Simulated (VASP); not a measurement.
# V (Im-3m) in VASP: a series of runs

Runs on V. Level: PBE. Tasks: single point.

Program: VASP 6.6.1. These are calculated values, not measurements. Logs are shortened: lines on timing, memory, paths and dates and some standing lists are left out, and cuts for length are marked.

### 1 The cell of the first run

It takes space group Im-3m (No. 229, cubic). The conventional cell has a = 2.977 Å, b = 2.977 Å, c = 2.977 Å, α = 90.00°, β = 90.00°, γ = 90.00°. Within 3.4 Å of V (site symmetry m-3m) lie 14 V at 2.58 to 2.98 Å.

### 2 Single point, PBE, collinear spin, ferromagnetic start

File INCAR:

```
SYSTEM = V
PREC = Accurate
ENCUT = 500
EDIFF = 1E-6
ISMEAR = 0
SIGMA = 0.1
LREAL = .FALSE.
LASPH = .TRUE.
NELM = 200
ALGO = Normal
ISIF = 2
LWAVE = .FALSE.
LCHARG = .FALSE.
ISPIN = 2
MAGMOM = 0.51
LORBIT = 11
LMAXMIX = 4
GGA = PE
NBANDS = 16
GGA_COMPAT = .FALSE.
```

File KPOINTS:

```
Automatic mesh
0
G
  6 6 6
  0 0 0
```

File POSCAR:

```
V
1.0
   -1.4883940006      1.4883940006      1.4883940006
    1.4883940006     -1.4883940006      1.4883940006
    1.4883940006      1.4883940006     -1.4883940006
V
1
Direct
    0.0000000000      0.0000000000      0.0000000000
```

Potentials or basis: VASP PAW PBE potentials, release 64 (V_sv).

Command:

```console
$ cat potpaw_PBE.64/V_sv/POTCAR > POTCAR
$ mpirun -np 1 vasp_std > vasp.out
```

OUTCAR:

```text
SYSTEM = V
   PREC = Accurate
   ENCUT = 500
   EDIFF = 1E-6
   ISMEAR = 0
   LREAL = .FALSE.
   LASPH = .TRUE.
   NELM = 200
   ISIF = 2
   ISPIN = 2
   LORBIT = 11
   GGA = PE

 ion  position               nearest neighbor table
   1  0.000  0.000  0.000-

  LATTYP: Found a body centered cubic cell.
 ALAT       =     2.9767880012

  Lattice vectors:

 A1 = (  -1.4883940006,   1.4883940006,   1.4883940006)
 A2 = (   1.4883940006,  -1.4883940006,   1.4883940006)
 A3 = (   1.4883940006,   1.4883940006,  -1.4883940006)

Analysis of symmetry for initial positions (statically):
=====================================================================
 Subroutine PRICEL returns:
 Original cell was already a primitive cell.

 Routine SETGRP: Setting up the symmetry group for a
 body centered cubic supercell.

 Subroutine GETGRP returns: Found 48 space group operations
 (whereof 48 operations were pure point group operations)
 out of a pool of 48 trial point group operations.

The static configuration has the point symmetry O_h .

Analysis of symmetry for dynamics (positions and initial velocities):
=====================================================================
 Subroutine PRICEL returns:
 Original cell was already a primitive cell.

 Routine SETGRP: Setting up the symmetry group for a
 body centered cubic supercell.

 Subroutine GETGRP returns: Found 48 space group operations
 (whereof 48 operations were pure point group operations)
 out of a pool of 48 trial point group operations.

The dynamic configuration has the point symmetry O_h .

Analysis of structural, dynamic, and magnetic symmetry:
=====================================================================
 Subroutine PRICEL returns:
 Original cell was already a primitive cell.

 Routine SETGRP: Setting up the symmetry group for a
 body centered cubic supercell.

 Subroutine GETGRP returns: Found 48 space group operations
 (whereof 48 operations were pure point group operations)
 out of a pool of 48 trial point group operations.

The overall configuration has the point symmetry O_h .

 Subroutine INISYM returns: Found 48 space group operations
 (whereof 48 operations are pure point group operations),
 and found     1 'primitive' translations

----------------------------------------------------------------------------------------

                                     Primitive cell

  volume of cell :      13.1891

  direct lattice vectors                    reciprocal lattice vectors
    -1.488394001  1.488394001  1.488394001     0.000000000  0.335932555  0.335932555
     1.488394001 -1.488394001  1.488394001     0.335932555  0.000000000  0.335932555
     1.488394001  1.488394001 -1.488394001     0.335932555  0.335932555  0.000000000

  length of vectors
     2.577974031  2.577974031  2.577974031     0.475080376  0.475080376  0.475080376

  position of ions in fractional coordinates (direct lattice)
     0.000000000  0.000000000  0.000000000

  ion indices of the primitive-cell ions
   primitive index   ion index
                 1           1

----------------------------------------------------------------------------------------

 KPOINTS: Automatic mesh

Automatic generation of k-mesh.
 Grid dimensions read from file:
 generate k-points for:    6    6    6

 Generating k-lattice:

  Cartesian coordinates                     Fractional coordinates (reciprocal lattice)
     0.000000000  0.055988759  0.055988759     0.166666667  0.000000000  0.000000000
     0.055988759  0.000000000  0.055988759     0.000000000  0.166666667  0.000000000
     0.055988759  0.055988759  0.000000000     0.000000000  0.000000000  0.166666667

  Length of vectors
     0.079180063  0.079180063  0.079180063

  Shift w.r.t. Gamma in fractional coordinates (k-lattice)
     0.000000000  0.000000000  0.000000000

 Subroutine IBZKPT returns following result:
 ===========================================

 Found     16 irreducible k-points:

 Following reciprocal coordinates:
            Coordinates               Weight
  0.000000  0.000000  0.000000      1.000000
  0.166667  0.000000  0.000000     12.000000
  0.333333  0.000000  0.000000     12.000000
  0.500000  0.000000  0.000000      6.000000
  0.166667  0.166667  0.000000     24.000000
  0.333333  0.166667 -0.000000     48.000000
[... 8 lines left out ...]
  0.500000  0.500000  0.333333     12.000000
  0.500000  0.500000  0.500000      1.000000
   k-points           NKPTS =     16   k-points in BZ     NKDIM =     16   number of bands    NBANDS=     16
   number of dos      NEDOS =    301   number of ions     NIONS =      1
   total plane-waves  NPLWV =   8000
   dimension x,y,z NGX =    20 NGY =   20 NGZ =   20
   dimension x,y,z NGXF=    40 NGYF=   40 NGZF=   40
   ions per type =               1
   NGX,Y,Z   is equivalent  to a cutoff of  12.90, 12.90, 12.90 a.u.
   NGXF,Y,Z  is equivalent  to a cutoff of  25.79, 25.79, 25.79 a.u.
 SYSTEM =  V
   PREC   = accura    normal or accurate (medium, high low for compatibility)
   ISTART =      0    job   : 0-new  1-cont  2-samecut
   ICHARG =      2    charge: 1-file 2-atom 10-const
   ISPIN  =      2    spin polarized calculation?
   LNONCOLLINEAR =      F non collinear calculations
   LSORBIT =      F    spin-orbit coupling
   LASPH  =      T    aspherical Exc in radial PAW
   ENCUT  =  500.0 eV  36.75 Ry    6.06 a.u.   4.70  4.70  4.70*2*pi/ulx,y,z
   NELM   =    200;   NELMIN=  2; NELMDL= -5     # of ELM steps
   EDIFF  = 0.1E-05   stopping-criterion for ELM
   LREAL  =      F    real-space projection
   EDIFFG = 0.1E-04   stopping-criterion for IOM
   NSW    =      0    number of steps for IOM
   IBRION =     -1    ionic relax: 0-MD 1-quasi-New 2-CG
   NFREE  =      0    steps in history (QN), initial steepest desc. (CG)
   ISIF   =      2    stress and relaxation
   ISYM   =      2    0-nonsym 1-usesym 2-fastsym
   POTIM  = 0.5000    time-step for ionic-motion
   TEBEG  =    0.0;   TEEND  =   0.0 temperature during run
   PSTRESS=    0.0 pullay stress
   NELECT =      13.0000    total number of electrons
   NUPDOWN=      -1.0000    fix difference up-down
   EMIN   =  10.00;   EMAX   =-10.00  energy-range for DOS
   EFERMI =   0.00;   METHOD = LEGACY
   ISMEAR =     0;   SIGMA  =   0.10  broadening in eV -4-tet -1-fermi 0-gaus
   EFERMI_NEDOS =   21; number of points for ismear=-14 and -15
   IALGO  =     38    algorithm
   IMIX   =      4    mixing-type and parameters
     AMIX     =   0.40;   BMIX     =  1.00
     AMIX_MAG =   1.60;   BMIX_MAG =  1.00
  volume/ion in A,a.u.               =      13.19        89.00
  Fermi-wavevector in a.u.,A,eV,Ry     =   1.629239  3.078815 36.115558  2.654419
  Thomas-Fermi vector in A             =   2.721738
   LORBIT       =     11    0 simple, 1 ext, 2 COOP (PROOUT), +10 PAW based schemes
   GGA     = PE    functional components
   LHFCALC =     F    Hartree Fock is set to
   AEXX    =    0.0000 exact exchange contribution
   IVDW    =     0    specifies the selected vdW correction
   LEPSILON=     F    determine dielectric tensor
   LRPA    =     F    only Hartree local field effects (RPA)
 spin polarized calculation
 Gauss-broadening in eV      SIGMA  =   0.10
  energy-cutoff  :      500.00
  volume of cell :       13.19
 maximum number of plane-waves:       370
   NGX =  9   NGY =  9   NGZ =  9

 number of electron      12.9999994 magnetization       0.6090727

 Free energy of the ion-electron system (eV)
  ---------------------------------------------------
  ext. energy  EPLUGINS =         0.00000000
  ---------------------------------------------------
  free energy    TOTEN  =        -8.94943906 eV

  energy without entropy =       -8.94492811  energy(sigma->0) =       -8.94718358

 E-fermi :  10.0166     XC(G=0): -13.0119

 val. band max:        9.9830615933   @ k =   0.5000   0.5000   0.1667
 cond. band min:      10.1394570450   @ k =   0.0000   0.0000   0.0000
 fundamental gap:      0.1563954517
 Fermi energy:        10.0166384470

 spin component 1

 k-point     1 :       0.0000    0.0000    0.0000
  band No.  band energies     occupation
      1     -53.9112      1.00000
      2     -27.1749      1.00000
      3     -27.1749      1.00000
      4     -27.1749      1.00000
      5       3.1195      1.00000
      6      10.1395      0.04120
[... 8 lines left out ...]
     15      37.6989      0.00000
     16      42.0138      0.00000

 k-point     2 :       0.1667    0.0000    0.0000
  band No.  band energies     occupation
      1     -53.8581      1.00000
      2     -27.4246      1.00000
      3     -27.2513      1.00000
      4     -27.1768      1.00000
      5       4.1996      1.00000
      6       9.6989      1.00000
[... 8 lines left out ...]
     15      36.9659      0.00000
     16      37.5550      0.00000
[... 234 lines left out ...]
      4     -27.6741      1.00000
      5       7.2535      1.00000
      6       7.3913      1.00000
[... 8 lines left out ...]
     15      34.9848      0.00000
     16      41.2229      0.00000

 k-point    16 :       0.5000    0.5000    0.5000
  band No.  band energies     occupation
      1     -53.5481      1.00000
      2     -27.8318      1.00000
      3     -27.8318      1.00000
      4     -27.8318      1.00000
      5       6.7335      1.00000
      6       6.7335      1.00000
[... 8 lines left out ...]
     15      32.1891      0.00000
     16      42.2743      0.00000
 Fermi energy:        10.0166384470

 spin component 2

 k-point     1 :       0.0000    0.0000    0.0000
  band No.  band energies     occupation
      1     -53.4986      1.00000
      2     -26.7680      1.00000
      3     -26.7680      1.00000
      4     -26.7680      1.00000
      5       3.5772      1.00000
      6      10.6686      0.00000
[... 8 lines left out ...]
     15      38.0256      0.00000
     16      42.6127      0.00000

 k-point     2 :       0.1667    0.0000    0.0000
  band No.  band energies     occupation
      1     -53.4457      1.00000
      2     -27.0165      1.00000
      3     -26.8437      1.00000
      4     -26.7702      1.00000
      5       4.6571      1.00000
      6      10.2268      0.00148
[... 8 lines left out ...]
     15      37.4930      0.00000
     16      38.0235      0.00000
[... 235 lines left out ...]
      5       7.5719      1.00000
      6       7.7122      1.00000
[... 8 lines left out ...]
     15      35.3233      0.00000
     16      41.8486      0.00000

 k-point    16 :       0.5000    0.5000    0.5000
  band No.  band energies     occupation
      1     -53.1373      1.00000
      2     -27.4194      1.00000
      3     -27.4194      1.00000
      4     -27.4194      1.00000
      5       7.0466      1.00000
      6       7.0466      1.00000
[... 8 lines left out ...]
     15      32.4984      0.00000
     16      42.9444      0.00000

------------------------ aborting loop because EDIFF is reached ----------------------------------------

  FORCE on cell =-STRESS in cart. coord.  units (eV):
  Direction    XX          YY          ZZ          XY          YZ          ZX
  --------------------------------------------------------------------------------------
  -------------------------------------------------------------------------------------
  Total        0.4433108      0.4433108      0.4433108     -0.0000000      0.0000000     -0.0000000
  in kB       53.8524097     53.8524097     53.8524097     -0.0000000      0.0000000     -0.0000000
  external PRESSURE =      53.8524097 kB  Pullay stress =       0.0000000 kB

 VOLUME and BASIS-vectors are now :
 -----------------------------------------------------------------------------
  energy-cutoff  :      500.00
  volume of cell :       13.19
      direct lattice vectors                 reciprocal lattice vectors
    -1.488394001  1.488394001  1.488394001     0.000000000  0.335932555  0.335932555
     1.488394001 -1.488394001  1.488394001     0.335932555  0.000000000  0.335932555
     1.488394001  1.488394001 -1.488394001     0.335932555  0.335932555  0.000000000

 POSITION                                       TOTAL-FORCE (eV/Angst)
 -----------------------------------------------------------------------------------
      0.00000      0.00000      0.00000        -0.000000      0.000000      0.000000
 -----------------------------------------------------------------------------------
    total drift:                                0.000000     -0.000000     -0.000000

  FREE ENERGIE OF THE ION-ELECTRON SYSTEM (eV)
  ---------------------------------------------------
  free  energy   TOTEN  =        -8.9494390598 eV

  energy  without entropy=       -8.9449281101  energy(sigma->0) =       -8.94718358

 total charge

# of ion       s       p       d       tot
------------------------------------------
    1        2.347   6.232   3.111  11.689

 magnetization (x)

# of ion       s       p       d       tot
------------------------------------------
    1        0.011   0.057   0.414   0.482
```

Run time: 25 s. Hardware: 1 thread of AMD EPYC 7R13, shared host; peak memory 0.1 GiB.

What came out:

| Item | Value |
| --- | --- |
| Free energy | -8.9494 eV |
| Pressure | 5.4 GPa |
| Net moment | 0.61 μB per cell |
| Site moments | V +0.48 μB |
| Valence electrons inside the program's atomic spheres | V 11.69 |

Levels at points of the mesh, in eV from the Fermi level:
Spin up:
| k point | band 5 | band 6 | band 7 | band 8 | band 9 | band 10 |
| --- | --- | --- | --- | --- | --- | --- |
| (0.00, 0.00, 0.00) | -6.90 | 0.12 | 0.12 | 0.12 | 2.32 | 2.32 |
| (0.50, 0.00, 0.00) | -3.50 | -1.46 | 1.45 | 2.28 | 2.69 | 3.95 |
| (0.50, 0.50, 0.50) | -3.28 | -3.28 | 3.54 | 3.54 | 3.54 | 10.11 |
Spin down:
```csv
k point,band 3,band 4,band 5,band 6,band 7,band 8,band 9,band 10
"(0.00, 0.00, 0.00)",-36.78,-36.78,-6.44,0.65,0.65,0.65,2.57,2.57
"(0.50, 0.00, 0.00)",-37.08,-36.79,-3.06,-0.94,1.90,2.63,2.96,4.45
"(0.50, 0.50, 0.50)",-37.44,-37.44,-2.97,-2.97,4.05,4.05,4.05,10.64
```

Caveat: the k points lie up to 0.50 Å⁻¹ apart.

### 3 Single point, PBE, collinear spin, ferromagnetic start

This run uses another cell than the first one, of 13.85 Å³/atom, 1.050 times its volume.

File INCAR:

```
SYSTEM = V
ALGO = Normal
EDIFF = 1E-6
ENCUT = 500
GGA = PE
GGA_COMPAT = .False.
ISIF = 2
ISMEAR = 0
ISPIN = 2
LASPH = .True.
LCHARG = .True.
LELF = .True.
LMAXMIX = 4
LORBIT = 11
LREAL = .False.
LVHAR = .True.
LWAVE = .False.
MAGMOM = 0.51
NBANDS = 16
NELM = 200
PREC = Accurate
SIGMA = 0.1
```

File KPOINTS:

```
k-points
0
Gamma
  6 6 6
  0 0 0
```

File POSCAR:

```
V
1.0
   -1.5130000000      1.5130000000      1.5130000000
    1.5130000000     -1.5130000000      1.5130000000
    1.5130000000      1.5130000000     -1.5130000000
V
1
Direct
    0.0000000000      0.0000000000      0.0000000000
```

Potentials or basis: VASP PAW PBE potentials, release 64 (V_sv).

Command:

```console
$ cat potpaw_PBE.64/V_sv/POTCAR > POTCAR
$ mpirun -np 1 vasp_std > vasp.out
```

OUTCAR:

```text
SYSTEM = V
   EDIFF = 1E-6
   ENCUT = 500
   GGA = PE
   ISIF = 2
   ISMEAR = 0
   ISPIN = 2
   LASPH = .True.
   LORBIT = 11
   LREAL = .False.
   NELM = 200
   PREC = Accurate

 ion  position               nearest neighbor table
   1  0.000  0.000  0.000-

  LATTYP: Found a body centered cubic cell.
 ALAT       =     3.0260000000

  Lattice vectors:

[... 802 lines left out ...]

  FORCE on cell =-STRESS in cart. coord.  units (eV):
  Direction    XX          YY          ZZ          XY          YZ          ZX
  --------------------------------------------------------------------------------------
  -------------------------------------------------------------------------------------
  Total       -0.3088068     -0.3088068     -0.3088068     -0.0000000     -0.0000000      0.0000000
  in kB      -35.7125345    -35.7125345    -35.7125345     -0.0000000     -0.0000000      0.0000000
  external PRESSURE =     -35.7125345 kB  Pullay stress =       0.0000000 kB

 VOLUME and BASIS-vectors are now :
 -----------------------------------------------------------------------------
  energy-cutoff  :      500.00
  volume of cell :       13.85
      direct lattice vectors                 reciprocal lattice vectors
    -1.513000000  1.513000000  1.513000000     0.000000000  0.330469266  0.330469266
     1.513000000 -1.513000000  1.513000000     0.330469266  0.000000000  0.330469266
     1.513000000  1.513000000 -1.513000000     0.330469266  0.330469266  0.000000000

 POSITION                                       TOTAL-FORCE (eV/Angst)
 -----------------------------------------------------------------------------------
      0.00000      0.00000      0.00000        -0.000000      0.000000      0.000000
 -----------------------------------------------------------------------------------
    total drift:                                0.000000     -0.000000      0.000000

  FREE ENERGIE OF THE ION-ELECTRON SYSTEM (eV)
  ---------------------------------------------------
  free  energy   TOTEN  =        -8.9532586520 eV

  energy  without entropy=       -8.9470997408  energy(sigma->0) =       -8.95017920

 total charge

# of ion       s       p       d       tot
------------------------------------------
    1        2.332   6.215   3.056  11.604

 magnetization (x)

# of ion       s       p       d       tot
------------------------------------------
    1        0.010   0.051   0.427   0.487
```

OSZICAR:

```text
N       E                     dE             d eps       ncg     rms          rms(c)
DAV:   1     0.935926998524E+02    0.93593E+02   -0.64792E+03  1032   0.874E+02
DAV:   2    -0.888394799371E+01   -0.10248E+03   -0.98738E+02  1104   0.271E+02
DAV:   3    -0.103899245297E+02   -0.15060E+01   -0.15041E+01  1152   0.360E+01
DAV:   4    -0.103959198679E+02   -0.59953E-02   -0.59953E-02  1208   0.238E+00
DAV:   5    -0.103959736052E+02   -0.53737E-04   -0.53736E-04  1152   0.208E-01    0.177E+01
DAV:   6    -0.896175196439E+01    0.14342E+01   -0.15161E+00  1056   0.224E+01    0.163E+00
DAV:   7    -0.894647108161E+01    0.15281E-01   -0.25378E-02  1112   0.162E+00    0.964E-01
DAV:   8    -0.895028036957E+01   -0.38093E-02   -0.14492E-02  1080   0.123E+00    0.970E-01
DAV:   9    -0.895309293002E+01   -0.28126E-02   -0.13641E-03  1160   0.360E-01    0.232E-01
DAV:  10    -0.895319414382E+01   -0.10121E-03   -0.11884E-04  1176   0.134E-01    0.118E-01
DAV:  11    -0.895325507538E+01   -0.60932E-04   -0.51268E-05  1048   0.838E-02    0.262E-02
DAV:  12    -0.895325806175E+01   -0.29864E-05   -0.62499E-06  1080   0.238E-02    0.621E-03
DAV:  13    -0.895325865204E+01   -0.59030E-06   -0.41337E-07   616   0.789E-03
   1 F= -.89532587E+01 E0= -.89501792E+01  d E =-.615891E-02  mag=     0.6174
```

stdout:

```text
POSCAR found type information on POSCAR V
 POSCAR found :  1 types and       1 ions
 scaLAPACK will be used
 LDA part: xc-table for (Slater+PW92), standard interpolation
 POSCAR, INCAR and KPOINTS ok, starting setup
 FFT: planning ... GRIDC
 FFT: planning ... GRID_SOFT
 FFT: planning ... GRID
 WAVECAR not read
 entering main loop
```

Run time: 22 s. Hardware: 1 thread of AMD EPYC 7R13, shared host; peak memory 0.1 GiB.

What came out:

| Item | Value |
| --- | --- |
| Free energy | -8.9533 eV |
| Pressure | -3.6 GPa |
| Net moment | 0.62 μB per cell |
| Site moments | V +0.49 μB |
| Valence electrons inside the program's atomic spheres | V 11.60 |

Caveat: the k points lie up to 0.49 Å⁻¹ apart.
